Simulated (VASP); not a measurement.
Nb:

```
Nb
1.0
     2.46954    0.00000    0.00000
     0.00000    2.46954    0.00000
     0.00000    0.00000    2.46954
Nb
1
Direct
  0.00000 0.00000 0.00000
```

This cell differs from its parent crystal: volume scaled by 0.8.

Base run:

```yaml
Program: VASP 6.6.1
Functional: LDA
Potentials_or_basis: VASP PAW LDA potentials, release 64 (Nb_sv)
Cutoff: 520 eV
k_mesh: 14 × 14 × 14
Occupations: fermi-dirac, width 0.05 eV
Spin: no spin polarisation
```

Its results: pressure 52.6 GPa.

Q: The run is repeated on the same cell with these changes: cutoff from 520 eV to 500 eV; k mesh from 14 × 14 × 14 to 14 × 14 × 14, shifted. What comes out?

A: Pressure 53.2 GPa.
